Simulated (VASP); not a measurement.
# Ba (Im-3m) in VASP: a series of runs

Ba is run at these levels: PBEsol; tasks: single point, relaxation of cell and atoms.

Program: VASP 6.6.1. These are calculated values, not measurements. Logs are shortened: lines on timing, memory, paths and dates and some standing lists are left out, and cuts for length are marked.

## 1. The cell of the first run

The structure is cubic, space group Im-3m (No. 229). The conventional cell has a = 4.868 Å, b = 4.868 Å, c = 4.868 Å, α = 90.00°, β = 90.00°, γ = 90.00°. Within 5.5 Å of Ba (site symmetry m-3m) lie 14 Ba at 4.22 to 4.87 Å.

## 2. Single point, PBEsol

Input file INCAR:

```
ALGO = Normal
EDIFF = 1E-6
ENCUT = 500
GGA = PS
GGA_COMPAT = F
ISIF = 2
ISMEAR = -1
LASPH = T
LCHARG = F
LREAL = F
LWAVE = F
NBANDS = 11
NELM = 120
PREC = Accurate
SIGMA = 0.02
```

Input file KPOINTS:

```
k-points
0
Gamma
  12 12 12
```

Input file POSCAR:

```
Ba
1.0
   -2.4339271292      2.4339271292      2.4339271292
    2.4339271292     -2.4339271292      2.4339271292
    2.4339271292      2.4339271292     -2.4339271292
Ba
1
Direct
    0.0000000000      0.0000000000      0.0000000000
```

Potentials or basis: VASP PAW PBE potentials, release 64 (Ba_sv).

Run with:

```
$ cat potpaw_PBE.64/Ba_sv/POTCAR > POTCAR
$ mpirun -np 1 vasp_std > vasp.out
```

OUTCAR:

```text
EDIFF = 1E-6
   ENCUT = 500
   GGA = PS
   ISIF = 2
   ISMEAR = -1
   LASPH = T
   LREAL = F
   NELM = 120
   PREC = Accurate

 ion  position               nearest neighbor table
   1  0.000  0.000  0.000-

  LATTYP: Found a body centered cubic cell.
 ALAT       =     4.8678542584

  Lattice vectors:

 A1 = (  -2.4339271292,   2.4339271292,   2.4339271292)
 A2 = (   2.4339271292,  -2.4339271292,   2.4339271292)
 A3 = (   2.4339271292,   2.4339271292,  -2.4339271292)

Analysis of symmetry for initial positions (statically):
=====================================================================
 Subroutine PRICEL returns:
 Original cell was already a primitive cell.

 Routine SETGRP: Setting up the symmetry group for a
 body centered cubic supercell.

 Subroutine GETGRP returns: Found 48 space group operations
 (whereof 48 operations were pure point group operations)
 out of a pool of 48 trial point group operations.

The static configuration has the point symmetry O_h .

Analysis of symmetry for dynamics (positions and initial velocities):
=====================================================================
 Subroutine PRICEL returns:
 Original cell was already a primitive cell.

 Routine SETGRP: Setting up the symmetry group for a
 body centered cubic supercell.

 Subroutine GETGRP returns: Found 48 space group operations
 (whereof 48 operations were pure point group operations)
 out of a pool of 48 trial point group operations.

The dynamic configuration has the point symmetry O_h .

 Subroutine INISYM returns: Found 48 space group operations
 (whereof 48 operations are pure point group operations),
 and found     1 'primitive' translations

----------------------------------------------------------------------------------------

                                     Primitive cell

  volume of cell :      57.6743

  direct lattice vectors                    reciprocal lattice vectors
    -2.433927129  2.433927129  2.433927129     0.000000000  0.205429322  0.205429322
     2.433927129 -2.433927129  2.433927129     0.205429322  0.000000000  0.205429322
     2.433927129  2.433927129 -2.433927129     0.205429322  0.205429322  0.000000000

  length of vectors
     4.215685450  4.215685450  4.215685450     0.290520933  0.290520933  0.290520933

  position of ions in fractional coordinates (direct lattice)
[... 79 lines left out ...]
   EDIFFG = 0.1E-04   stopping-criterion for IOM
   NSW    =      0    number of steps for IOM
   IBRION =     -1    ionic relax: 0-MD 1-quasi-New 2-CG
   NFREE  =      0    steps in history (QN), initial steepest desc. (CG)
   ISIF   =      2    stress and relaxation
   ISYM   =      2    0-nonsym 1-usesym 2-fastsym
   POTIM  = 0.5000    time-step for ionic-motion
   TEBEG  =    0.0;   TEEND  =   0.0 temperature during run
   PSTRESS=    0.0 pullay stress
   NELECT =      10.0000    total number of electrons
   NUPDOWN=      -1.0000    fix difference up-down
   EMIN   =  10.00;   EMAX   =-10.00  energy-range for DOS
   EFERMI =   0.00;   METHOD = LEGACY
   ISMEAR =    -1;   SIGMA  =   0.02  broadening in eV -4-tet -1-fermi 0-gaus
   EFERMI_NEDOS =   21; number of points for ismear=-14 and -15
   IALGO  =     38    algorithm
   IMIX   =      4    mixing-type and parameters
     AMIX     =   0.40;   BMIX     =  1.00
     AMIX_MAG =   1.60;   BMIX_MAG =  1.00
  volume/ion in A,a.u.               =      57.67       389.21
  Fermi-wavevector in a.u.,A,eV,Ry     =   0.912880  1.725094 11.338426  0.833351
  Thomas-Fermi vector in A             =   2.037328
   LORBIT       =      0    0 simple, 1 ext, 2 COOP (PROOUT), +10 PAW based schemes
   GGA     = PS    functional components
   LHFCALC =     F    Hartree Fock is set to
   AEXX    =    0.0000 exact exchange contribution
   IVDW    =     0    specifies the selected vdW correction
   LEPSILON=     F    determine dielectric tensor
   LRPA    =     F    only Hartree local field effects (RPA)
 non-spin polarized calculation
  energy-cutoff  :      500.00
  volume of cell :       57.67
 maximum number of plane-waves:      1508
   NGX = 15   NGY = 15   NGZ = 15

 number of electron      10.0000001 magnetization

 Free energy of the ion-electron system (eV)
  ---------------------------------------------------
  ext. energy  EPLUGINS =         0.00000000
  ---------------------------------------------------
  free energy    TOTEN  =        -2.14901398 eV

  energy without entropy =       -2.14706932  energy(sigma->0) =       -2.14804165

 E-fermi :   1.8296     XC(G=0):  -7.7993

 val. band max:        1.8058789791   @ k =  -0.3333   0.5000   0.1667
 cond. band min:       1.8432200258   @ k =  -0.3333   0.4167   0.2500
 fundamental gap:      0.0373410467
 Fermi energy:         1.8295669692

 k-point     1 :       0.0000    0.0000    0.0000
  band No.  band energies     occupation
      1     -26.8810      2.00000
      2     -11.7528      2.00000
      3     -11.7528      2.00000
      4     -11.7528      2.00000
      5      -0.9731      2.00000
      6       3.7423      0.00000
      7       3.7423      0.00000
      8       3.7423      0.00000
      9       5.3020      0.00000
     10       5.3020      0.00000
     11       9.0303      0.00000
[... 309 lines left out ...]
 k-point    24 :       0.4167    0.0833    0.0833
  band No.  band energies     occupation
      1     -26.8156      2.00000
      2     -12.3284      2.00000
      3     -11.9778      2.00000
      4     -11.7997      2.00000
      5       1.1727      2.00000
      6       2.4148      0.00000
      7       3.1742      0.00000
      8       5.4344      0.00000
      9       5.9573      0.00000
     10       7.8569      0.00000
     11       8.0787      0.00000

 [... further k-points ...]

------------------------ aborting loop because EDIFF is reached ----------------------------------------

  FORCE on cell =-STRESS in cart. coord.  units (eV):
  Direction    XX          YY          ZZ          XY          YZ          ZX
  --------------------------------------------------------------------------------------
  -------------------------------------------------------------------------------------
  Total        0.0451887      0.0451887      0.0451887      0.0000000     -0.0000000     -0.0000000
  in kB        1.2553294      1.2553294      1.2553294      0.0000000     -0.0000000     -0.0000000
  external PRESSURE =       1.2553294 kB  Pullay stress =       0.0000000 kB

 VOLUME and BASIS-vectors are now :
 -----------------------------------------------------------------------------
  energy-cutoff  :      500.00
  volume of cell :       57.67
      direct lattice vectors                 reciprocal lattice vectors
    -2.433927129  2.433927129  2.433927129     0.000000000  0.205429322  0.205429322
     2.433927129 -2.433927129  2.433927129     0.205429322  0.000000000  0.205429322
     2.433927129  2.433927129 -2.433927129     0.205429322  0.205429322  0.000000000

 POSITION                                       TOTAL-FORCE (eV/Angst)
 -----------------------------------------------------------------------------------
      0.00000      0.00000      0.00000         0.000000      0.000000     -0.000000
 -----------------------------------------------------------------------------------
    total drift:                                0.000000      0.000000     -0.000000

  FREE ENERGIE OF THE ION-ELECTRON SYSTEM (eV)
  ---------------------------------------------------
  free  energy   TOTEN  =        -2.1490139833 eV

  energy  without entropy=       -2.1470693182  energy(sigma->0) =       -2.14804165
```

stdout:

```text
POSCAR found type information on POSCAR Ba
 POSCAR found :  1 types and       1 ions
 scaLAPACK will be used
 -----------------------------------------------------------------------------
|                                                                             |
|                                                                             |
|     You enforced a specific xc type in the INCAR file but a different       |
|     I HOPE YOU KNOW WHAT YOU ARE DOING!                                     |
|                                                                             |
 -----------------------------------------------------------------------------

 LDA part: xc-table for (Slater+PW92), standard interpolation
 POSCAR, INCAR and KPOINTS ok, starting setup
 FFT: planning ... GRIDC
 FFT: planning ... GRID_SOFT
 FFT: planning ... GRID
 WAVECAR not read
 entering main loop
```

Run time: 23 s. Hardware: 1 thread of Intel Xeon Platinum 8488C (Sapphire Rapids), shared host; peak memory 0.19 GiB.

What came out:

* Free energy: -2.1490 eV
* Pressure: 0.1 GPa
* Band gap on the k mesh: zero (bands 5 and 6 overlap by 1.27 eV)

Levels at points of the mesh, in eV from the Fermi level:
```csv
k point,band 1,band 2,band 3,band 4,band 5,band 6,band 7,band 8,band 9,band 10
"(0.00, 0.00, 0.00)",-28.71,-13.58,-13.58,-13.58,-2.80,1.91,1.91,1.91,3.47,3.47
"(0.50, 0.00, 0.00)",-28.65,-14.20,-13.78,-13.59,-0.96,0.66,1.55,3.46,4.10,5.73
"(0.50, 0.50, 0.50)",-28.60,-14.00,-14.00,-14.00,-0.67,-0.67,4.79,4.79,4.79,5.16
```

Caveat: the PAW data sets were made with another functional, which shifts forces and pressure a little; spin-orbit coupling is left out, which moves the levels of the heavy elements.

## 3. Relaxation of cell and atoms, PBEsol

This run uses another cell than the first one, of 62.99 Å³/atom.

Input file INCAR:

```
SYSTEM = Ba
PREC     = Accurate       ! precision mode
ENCUT    = 500            ! plane-wave cutoff, eV
EDIFF    = 1E-7           ! SCF threshold, eV
ISMEAR   = -1             ! smearing method
SIGMA    = 0.02           ! smearing width, eV
LREAL    = .FALSE.        ! projectors in reciprocal space
LASPH    = .TRUE.         ! aspherical terms in the spheres
NELM     = 120            ! most SCF steps
ALGO     = Normal         ! electronic algorithm
ISIF     = 3              ! what is computed and relaxed
LWAVE    = .FALSE.        ! write WAVECAR
LCHARG   = .FALSE.        ! write CHGCAR
GGA      = PS             ! functional
IBRION   = 2              ! ionic algorithm
NSW      = 80             ! ionic steps
EDIFFG   = -0.02          ! ionic threshold
GGA_COMPAT= .FALSE.      
NELMIN   = 4
```

Input file KPOINTS:

```
Automatic mesh
0
G
  12 12 12
  0 0 0
```

Input file POSCAR:

```
Ba
1.0
   -2.5065000000      2.5065000000      2.5065000000
    2.5065000000     -2.5065000000      2.5065000000
    2.5065000000      2.5065000000     -2.5065000000
Ba
1
Direct
    0.0000000000      0.0000000000      0.0000000000
```

Potentials or basis: VASP PAW PBE potentials, release 64 (Ba_sv).

Run with:

```
$ cat potpaw_PBE.64/Ba_sv/POTCAR > POTCAR
$ mpirun -np 1 vasp_std > vasp.out
```

OUTCAR:

```text
SYSTEM = Ba
   PREC = Accurate
   ENCUT = 500
   EDIFF = 1E-7
   ISMEAR = -1
   LREAL = .FALSE.
   LASPH = .TRUE.
   NELM = 120
   ISIF = 3
   GGA = PS
   IBRION = 2
   NSW = 80
   EDIFFG = -0.02
   NELMIN = 4

 ion  position               nearest neighbor table
   1  0.000  0.000  0.000-

  LATTYP: Found a body centered cubic cell.
 ALAT       =     5.0130000000

  Lattice vectors:

 A1 = (  -2.5065000000,   2.5065000000,   2.5065000000)
 A2 = (   2.5065000000,  -2.5065000000,   2.5065000000)
 A3 = (   2.5065000000,   2.5065000000,  -2.5065000000)

Analysis of symmetry for initial positions (statically):
=====================================================================
 Subroutine PRICEL returns:
 Original cell was already a primitive cell.

 Routine SETGRP: Setting up the symmetry group for a
 body centered cubic supercell.

 Subroutine GETGRP returns: Found 48 space group operations
 (whereof 48 operations were pure point group operations)
 out of a pool of 48 trial point group operations.

The static configuration has the point symmetry O_h .

Analysis of symmetry for dynamics (positions and initial velocities):
=====================================================================
 Subroutine PRICEL returns:
 Original cell was already a primitive cell.

 Routine SETGRP: Setting up the symmetry group for a
 body centered cubic supercell.

 Subroutine GETGRP returns: Found 48 space group operations
 (whereof 48 operations were pure point group operations)
 out of a pool of 48 trial point group operations.

The dynamic configuration has the point symmetry O_h .

 Subroutine INISYM returns: Found 48 space group operations
 (whereof 48 operations are pure point group operations),
 and found     1 'primitive' translations

[... 126 lines left out ...]
  volume of cell :       62.99
 maximum number of plane-waves:      1638
   NGX = 15   NGY = 15   NGZ = 15

--------------------------------------- Ionic step        1  -------------------------------------------

 number of electron      10.0000000 magnetization

 number of electron       9.9999999 magnetization

 Free energy of the ion-electron system (eV)
  ---------------------------------------------------
  ext. energy  EPLUGINS =         0.00000000
  ---------------------------------------------------
  free energy    TOTEN  =        -2.14059011 eV

  energy without entropy =       -2.13877411  energy(sigma->0) =       -2.13968211

------------------------ aborting loop because EDIFF is reached ----------------------------------------

  FORCE on cell =-STRESS in cart. coord.  units (eV):
  Direction    XX          YY          ZZ          XY          YZ          ZX
  --------------------------------------------------------------------------------------
  -------------------------------------------------------------------------------------
  Total       -0.2340081     -0.2340081     -0.2340081      0.0000000      0.0000000     -0.0000000
  in kB       -5.9522112     -5.9522112     -5.9522112      0.0000000      0.0000000     -0.0000000
  external PRESSURE =      -5.9522112 kB  Pullay stress =       0.0000000 kB
[... 57 lines left out ...]
--------------------------------------- Ionic step        3  -------------------------------------------

 number of electron      10.0000000 magnetization

 Free energy of the ion-electron system (eV)
  ---------------------------------------------------
  ext. energy  EPLUGINS =         0.00000000
  ---------------------------------------------------
  free energy    TOTEN  =        -2.14934974 eV

  energy without entropy =       -2.14743401  energy(sigma->0) =       -2.14839188

 E-fermi :   1.7790     XC(G=0):  -7.7484

 val. band max:        1.7568894215   @ k =  -0.3333   0.3333   0.3333
 cond. band min:       1.8005935438   @ k =  -0.4167  -0.4167   0.1667
 fundamental gap:      0.0437041224
 Fermi energy:         1.7790182953

 k-point     1 :       0.0000    0.0000    0.0000
  band No.  band energies     occupation
      1     -26.9571      2.00000
      2     -11.8404      2.00000
      3     -11.8404      2.00000
      4     -11.8404      2.00000
      5      -1.0204      2.00000
      6       3.6734      0.00000
      7       3.6734      0.00000
      8       3.6734      0.00000
      9       5.2109      0.00000
[... 265 lines left out ...]
 k-point    24 :       0.4167    0.0833    0.0833
  band No.  band energies     occupation
      1     -26.8958      2.00000
      2     -12.3895      2.00000
      3     -12.0553      2.00000
      4     -11.8848      2.00000
      5       1.1254      2.00000
      6       2.3640      0.00000
      7       3.0756      0.00000
      8       5.3339      0.00000
      9       5.8508      0.00000

 [... further k-points ...]

------------------------ aborting loop because EDIFF is reached ----------------------------------------

  FORCE on cell =-STRESS in cart. coord.  units (eV):
  Direction    XX          YY          ZZ          XY          YZ          ZX
  --------------------------------------------------------------------------------------
  -------------------------------------------------------------------------------------
  Total       -0.0044783     -0.0044783     -0.0044783      0.0000000     -0.0000000     -0.0000000
  in kB       -0.1225412     -0.1225412     -0.1225412      0.0000000     -0.0000000     -0.0000000
  external PRESSURE =      -0.1225412 kB  Pullay stress =       0.0000000 kB
[... 16 lines left out ...]
  FREE ENERGIE OF THE ION-ELECTRON SYSTEM (eV)
  ---------------------------------------------------
  free  energy   TOTEN  =        -2.1493497396 eV

  energy  without entropy=       -2.1474340118  energy(sigma->0) =       -2.14839188

 reached required accuracy - stopping structural energy minimisation
```

OSZICAR:

```text
N       E                     dE             d eps       ncg     rms          rms(c)
DAV:   1     0.547558036652E+02    0.54756E+02   -0.42286E+03  1296   0.888E+02
DAV:   2    -0.258481128393E-01   -0.54782E+02   -0.54072E+02  1589   0.148E+02
DAV:   3    -0.209249585877E+01   -0.20666E+01   -0.20568E+01  1618   0.333E+01
DAV:   4    -0.214108671247E+01   -0.48591E-01   -0.48452E-01  2094   0.439E+00
[... 26 lines left out ...]
DAV:   6    -0.214934970144E+01    0.17007E-04   -0.91982E-05  1833   0.676E-02    0.230E-02
DAV:   7    -0.214935023861E+01   -0.53717E-06   -0.33907E-06  1473   0.219E-02    0.743E-03
DAV:   8    -0.214934997981E+01    0.25880E-06   -0.40387E-07  1590   0.531E-03    0.294E-03
DAV:   9    -0.214934976896E+01    0.21086E-06   -0.24860E-07  1346   0.434E-03    0.281E-04
DAV:  10    -0.214934973958E+01    0.29377E-07   -0.10372E-08   685   0.791E-04
   3 F= -.21493497E+01 E0= -.21483919E+01  d E =-.875963E-02
```

Wall time 76 s (1 thread of Intel Xeon Platinum 8488C (Sapphire Rapids), shared host); peak memory 0.21 GiB.

Results:

```
Free energy                           : -2.1493 eV
Relaxed volume                        : 58.55 Å³/atom
Relaxed cell                          : a = 4.237 Å, b = 4.237 Å, c = 4.237 Å, α = 109.47°, β = 109.47°, γ = 109.47°
Space group after relaxing (to 0.1 Å) : Im-3m (No. 229)
Energy gained by relaxing             : 8.8 meV/atom
Ionic steps                           : 3
Pressure after relaxing               : 0.0 GPa
Band gap on the k mesh                : zero (bands 5 and 6 overlap by 1.23 eV)
```

The path:
| step | energy change (eV) | largest force (eV/Å) | pressure (GPa) | volume (Å³) |
| --- | --- | --- | --- | --- |
| 1 | 0.0000 | 0.0000 | -0.60 | 62.99 |
| 2 | -0.0062 | 0.0000 | -0.34 | 60.88 |
| 3 | -0.0088 | 0.0000 | -0.01 | 58.55 |

Final structure:
```xyz
1
Lattice="-2.4462 2.4462 2.4462 2.4462 -2.4462 2.4462 2.4462 2.4462 -2.4462" Properties=species:S:1:pos:R:3 pbc="T T T"
Ba    0.0000    0.0000    0.0000
```

Levels at points of the mesh, in eV from the Fermi level:
```
           k point  band 1  band 2  band 3  band 4  band 5  band 6  band 7  band 8  band 9
(0.00, 0.00, 0.00)  -28.74  -13.62  -13.62  -13.62   -2.80    1.89    1.89    1.89    3.43
(0.50, 0.00, 0.00)  -28.68  -14.21  -13.81  -13.62   -0.95    0.66    1.50    3.42    4.04
(0.50, 0.50, 0.50)  -28.63  -14.02  -14.02  -14.02   -0.64   -0.64    4.71    4.71    4.71
```

Caveat: the PAW data sets were made with another functional, which shifts forces and pressure a little; spin-orbit coupling is left out, which moves the levels of the heavy elements.

The gap in the log of VASP goes by the Fermi energy; the results here count the filled bands.